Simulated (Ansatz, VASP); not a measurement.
**MgO: VASP beside Ansatz**

File INCAR:

```
PREC = Accurate
ENCUT = 520
EDIFF = 1E-6
ISMEAR = 0
SIGMA = 0.05
LREAL = False
LASPH = True
NELM = 100
ALGO = Normal
ISIF = 2
LWAVE = False
LCHARG = False
GGA = PS
NBANDS = 16
```

The input KPOINTS:

```
regular mesh
0
Gamma
  9 9 6
```

Contents of POSCAR:

```
MgO
1.0
    3.6606967558      0.0000000000      0.0000000000
   -1.8303483779      3.1702563861      0.0000000000
    0.0000000000      0.0000000000      4.3869432810
Mg O
2 2
Direct
    0.6666666667      0.3333333333      0.7500000000
    0.3333333333      0.6666666667      0.2500000000
    0.6666666667      0.3333333333      0.2500000000
    0.3333333333      0.6666666667      0.7500000000
```

Input for Ansatz:

```yaml
crystal:
  lattice:
    - [3.6606967558, 0.0, 0.0]
    - [-1.8303483779, 3.1702563861, 0.0]
    - [0.0, 0.0, 4.386943281]
  atoms:
    - { symbol: Mg, position: [0.6666666667, 0.3333333333, 0.75] }
    - { symbol: Mg, position: [0.3333333333, 0.6666666667, 0.25] }
    - { symbol: O, position: [0.6666666667, 0.3333333333, 0.25] }
    - { symbol: O, position: [0.3333333333, 0.6666666667, 0.75] }
basis:
  ecutwfc: 420
kpoints:
  mp_grid: { grid: [9, 9, 6] }
hamiltonian:
  xc: pbesol
scf:
  occupations: { method: gaussian, width: 0.05 }
output:
  forces: true
  stress: true
  eigenvalues: true
```

Change from the starting cell: strain +0.050 along x and y, +0.050 along z, atoms carried along.

Alike in both runs: task single point; functional PBEsol; k mesh 9 × 9 × 6; occupations gaussian, width 0.05 eV; no spin polarisation.

|  | VASP | Ansatz |
| --- | --- | --- |
| version | VASP 6.6.1 | Ansatz 0.2.0 |
| potentials or method | VASP PAW PBE potentials, release 64 (Mg, O), cutoff 520 eV | scalar-relativistic, plane waves, PAW |
| valence electrons in the cell | 16 | 32 |

VASP gave:

- gap on the k mesh at the Fermi level (eV): 2.61
- least direct gap on the mesh (eV): 2.61
- pressure (GPa): -14.0
- traceless stress, the component that is largest in VASP (GPa): -0.56

**Question.** Estimate Ansatz's values.

**Answer.** gap on the k mesh at the Fermi level (eV): 2.62; least direct gap on the mesh (eV): 2.62; pressure (GPa): -13.6; traceless stress, the component that is largest in VASP (GPa): -0.52.

VASP's potentials were made for PBE, not for PBEsol. VASP's potentials hold 16 valence electrons a cell and Ansatz's 32, so a difference there can come from the potentials and not from the codes.
